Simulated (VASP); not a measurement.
Write the native input for VASP 6.6.1 that does the following.

* Task: single point
* Functional: PBE
* Potentials or basis: VASP PAW PBE potentials, release 64 (Sn_d, H)
* Cutoff: 520 eV
* k mesh: 6 × 6 × 4
* Occupations: gaussian, width 0.1 eV
* Spin: no spin polarisation
* Dipole correction: no
* Further INCAR settings: ALGO = Normal; EDIFF = 1e-07; NBANDS = 14

The structure of SnH lies in POSCAR:

```
SnH
1.0
    3.0487795830      0.0000000000      0.0000000000
    0.0000000000      3.0487795830      0.0000000000
    0.0000000000      0.0000000000      3.3660213594
Sn H
1 1
Direct
    0.0000000000      0.0000000000      0.0000000000
    0.5000000000      0.5000000000      0.5000000000
```

The cell was generated, and may not be a known phase.

These files were run (other wordings do the same):

INCAR

```
SYSTEM = SnH
PREC = Accurate
ENCUT = 520
EDIFF = 1E-7
ISMEAR = 0
SIGMA = 0.1
LREAL = .False.
LASPH = .True.
NELM = 60
ALGO = Normal
ISIF = 2
LWAVE = .False.
LCHARG = .False.
GGA = PE
NBANDS = 14
```

KPOINTS

```
regular mesh
0
Gamma
  6 6 4
  0 0 0
```

Potentials or basis: VASP PAW PBE potentials, release 64 (Sn_d, H).

Launch:

```console
$ cat potpaw_PBE.64/Sn_d/POTCAR potpaw_PBE.64/H/POTCAR > POTCAR
$ mpirun -np 1 vasp_std > vasp.out
```

It gave:

- Pressure: -0.1 GPa
- Band gap on the k mesh: zero (an odd number of electrons rules out a gap without spin polarisation)

Caveat: the k points lie up to 0.47 Å⁻¹ apart, too coarse for converged energies and pressures of a metal; spin-orbit coupling is left out, which moves the levels of the heavy elements; an odd number of electrons without spin polarisation forces a metal; a magnetic or distorted state may lie lower.

Wall time 4.8 s on 1 thread of Intel(R) Xeon(R) 6975P-C (Granite Rapids) (shared host), peak memory 0.15 GiB.
